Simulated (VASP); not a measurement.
# TiW3 (Cmmm) in VASP: a series of runs, part 2 of 2

VASP 6.6.1.

### Step 4. Single point, PBE

This run uses another cell than the first one, of 16.44 Å³/atom.

File INCAR:

```
PREC = Accurate
ENCUT = 520
EDIFF = 1E-6
ISMEAR = 0
SIGMA = 0.1
LREAL = F
LASPH = T
NELM = 100
ALGO = Fast
ISIF = 2
LWAVE = F
LCHARG = F
GGA = PE
NBANDS = 35
```

File KPOINTS:

```
regular mesh
0
Gamma
  10 10 16
```

File POSCAR:

```
TiW3
1.0
    2.6580800911     -4.6140678970      0.0000000000
    2.6580800911      4.6140678970      0.0000000000
    0.0000000000      0.0000000000      2.6809772223
Ti W
1 3
Direct
    0.5000000000      0.5000000000      0.5000000000
    0.0000000000      0.5000000000      0.0000000000
    0.0000000000      0.0000000000      0.5000000000
    0.5000000000      0.0000000000      0.0000000000
```

Potentials or basis: VASP PAW PBE potentials, release 64 (Ti_sv, W_sv).

Launch:

```console
$ cat potpaw_PBE.64/Ti_sv/POTCAR potpaw_PBE.64/W_sv/POTCAR > POTCAR
$ mpirun -np 1 vasp_std > vasp.out
```

OUTCAR:

```text
PREC = Accurate
   ENCUT = 520
   EDIFF = 1E-6
   ISMEAR = 0
   LREAL = F
   LASPH = T
   NELM = 100
   ISIF = 2
   GGA = PE

 ion  position               nearest neighbor table
   1  0.500  0.500  0.500-   3 2.66   3 2.66   4 2.98   2 2.98   4 2.98   4 2.98   4 2.98   2 2.98
                             2 2.98   2 2.98
   2  0.000  0.500  0.000-   4 2.66   4 2.66   1 2.98   1 2.98   3 2.98   3 2.98   3 2.98   1 2.98
                             1 2.98   3 2.98
   3  0.000  0.000  0.500-   1 2.66   1 2.66   4 2.98   2 2.98   4 2.98   2 2.98   2 2.98   4 2.98
                             4 2.98   2 2.98
   4  0.500  0.000  0.000-   2 2.66   2 2.66   3 2.98   1 2.98   3 2.98   1 2.98   1 2.98   3 2.98
                             3 2.98   1 2.98

  LATTYP: Found a base centered orthorhombic cell.
 ALAT       =     5.3161601822
 B/A-ratio  =     1.7358648870
 C/A-ratio  =     0.5043070808

  Lattice vectors:

 A1 = (   2.6580800911,  -4.6140678970,   0.0000000000)
 A2 = (   2.6580800911,   4.6140678970,   0.0000000000)
 A3 = (   0.0000000000,   0.0000000000,   2.6809772223)

Analysis of symmetry for initial positions (statically):
=====================================================================
 Subroutine PRICEL returns:
 Original cell was already a primitive cell.

 Routine SETGRP: Setting up the symmetry group for a
 base centered orthorhombic supercell.

 Subroutine GETGRP returns: Found  8 space group operations
 (whereof  8 operations were pure point group operations)
 out of a pool of  8 trial point group operations.

The static configuration has the point symmetry D_2h.

Analysis of symmetry for dynamics (positions and initial velocities):
=====================================================================
 Subroutine PRICEL returns:
 Original cell was already a primitive cell.

 Routine SETGRP: Setting up the symmetry group for a
 base centered orthorhombic supercell.
[... 121 lines left out ...]
   NUPDOWN=      -1.0000    fix difference up-down
   EMIN   =  10.00;   EMAX   =-10.00  energy-range for DOS
   EFERMI =   0.00;   METHOD = LEGACY
   ISMEAR =     0;   SIGMA  =   0.10  broadening in eV -4-tet -1-fermi 0-gaus
   EFERMI_NEDOS =   21; number of points for ismear=-14 and -15
   IALGO  =     68    algorithm
   IMIX   =      4    mixing-type and parameters
     AMIX     =   0.40;   BMIX     =  1.00
     AMIX_MAG =   1.60;   BMIX_MAG =  1.00
  volume/ion in A,a.u.               =      16.44       110.95
  Fermi-wavevector in a.u.,A,eV,Ry     =   1.533020  2.896987 31.975718  2.350149
  Thomas-Fermi vector in A             =   2.640145
   LORBIT       =      0    0 simple, 1 ext, 2 COOP (PROOUT), +10 PAW based schemes
   GGA     = PE    functional components
   LHFCALC =     F    Hartree Fock is set to
   AEXX    =    0.0000 exact exchange contribution
   IVDW    =     0    specifies the selected vdW correction
   LEPSILON=     F    determine dielectric tensor
   LRPA    =     F    only Hartree local field effects (RPA)
 non-spin polarized calculation
 RMM-DIIS sequential band-by-band and
 Gauss-broadening in eV      SIGMA  =   0.10
  energy-cutoff  :      520.00
  volume of cell :       65.76
 maximum number of plane-waves:      1790
   NGX = 19   NGY = 19   NGZ =  9

 number of electron      53.9999994 magnetization

 Free energy of the ion-electron system (eV)
  ---------------------------------------------------
  ext. energy  EPLUGINS =         0.00000000
  ---------------------------------------------------
  free energy    TOTEN  =       -45.81672918 eV

  energy without entropy =      -45.79870129  energy(sigma->0) =      -45.80771524

 E-fermi :  10.1004     XC(G=0): -13.0118

 val. band max:       10.0992204983   @ k =   0.2000   0.2000   0.0625
 cond. band min:      10.1012518898   @ k =   0.3000  -0.0000   0.0625
 fundamental gap:      0.0020313915
 Fermi energy:        10.1003560703

 k-point     1 :       0.0000    0.0000    0.0000
  band No.  band energies     occupation
      1     -63.7098      2.00000
      2     -63.6153      2.00000
      3     -63.6122      2.00000
      4     -46.3683      2.00000
      5     -28.5728      2.00000
      6     -28.1676      2.00000
[... 901 lines left out ...]
     34      12.6076      0.00000
     35      13.2945      0.00000

 [... further k-points ...]
[... 5 lines left out ...]
  --------------------------------------------------------------------------------------
  -------------------------------------------------------------------------------------
  Total        0.1607887      0.0313312      0.1334523     -0.0000000      0.0000000      0.0000000
  in kB        3.9173376      0.7633301      3.2513326     -0.0000000      0.0000000      0.0000000
  external PRESSURE =       2.6440001 kB  Pullay stress =       0.0000000 kB

 VOLUME and BASIS-vectors are now :
 -----------------------------------------------------------------------------
  energy-cutoff  :      520.00
  volume of cell :       65.76
      direct lattice vectors                 reciprocal lattice vectors
     2.658080091 -4.614067897  0.000000000     0.188105694 -0.108364248  0.000000000
     2.658080091  4.614067897  0.000000000     0.188105694  0.108364248  0.000000000
     0.000000000  0.000000000  2.680977222     0.000000000  0.000000000  0.372998320

 POSITION                                       TOTAL-FORCE (eV/Angst)
 -----------------------------------------------------------------------------------
      2.65808      0.00000      1.34049        -0.000000      0.000000      0.000000
      1.32904      2.30703      0.00000         0.000000     -0.000000      0.000000
      0.00000      0.00000      1.34049         0.000000     -0.000000      0.000000
      1.32904     -2.30703      0.00000         0.000000     -0.000000      0.000000
 -----------------------------------------------------------------------------------
    total drift:                                0.000000      0.000000     -0.000000

  FREE ENERGIE OF THE ION-ELECTRON SYSTEM (eV)
  ---------------------------------------------------
  free  energy   TOTEN  =       -45.8167291845 eV

  energy  without entropy=      -45.7987012921  energy(sigma->0) =      -45.80771524
```

Run time: 33 min. Hardware: 1 thread of AMD EPYC 7R13, shared host; peak memory 0.56 GiB.

Results:

| Property | Result |
| --- | --- |
| Free energy | -45.8167 eV |
| Pressure | 0.3 GPa |
| Band gap on the k mesh | zero (bands 27 and 28 overlap by 2.20 eV) |

Caveat: spin-orbit coupling is left out, which moves the levels of the heavy elements.

### Step 5. The runs side by side

| spin | cell | k mesh | gap on the mesh (eV) | pressure (GPa) |
| --- | --- | --- | --- | --- |
| off | a = 4.956, b = 4.956, c = 2.861 Å, angles 90.0, 90.0, 109.5°, 4 atoms | 4 × 4 × 6 | none | -0.4 |
| collinear | a = 4.956, b = 4.956, c = 2.861 Å, angles 90.0, 90.0, 109.5°, 4 atoms | 4 × 4 × 6 | none | -0.5 |
| off | a = 5.325, b = 5.325, c = 2.681 Å, angles 90.0, 90.0, 120.1°, 4 atoms | 10 × 10 × 16 | none | 0.3 |

Alike in all rows: task single point; level PBE; potentials or basis VASP PAW PBE potentials, release 64 (Ti_sv, W_sv); cutoff (eV) 520; smearing gaussian 0.1 eV.

Caveats: some runs use coarse meshes; spin-orbit coupling is left out, which moves the levels of the heavy elements.

Absolute energies hang on the potentials; compare differences alone.

The gap in the log of VASP goes by the Fermi energy; the results here count the filled bands.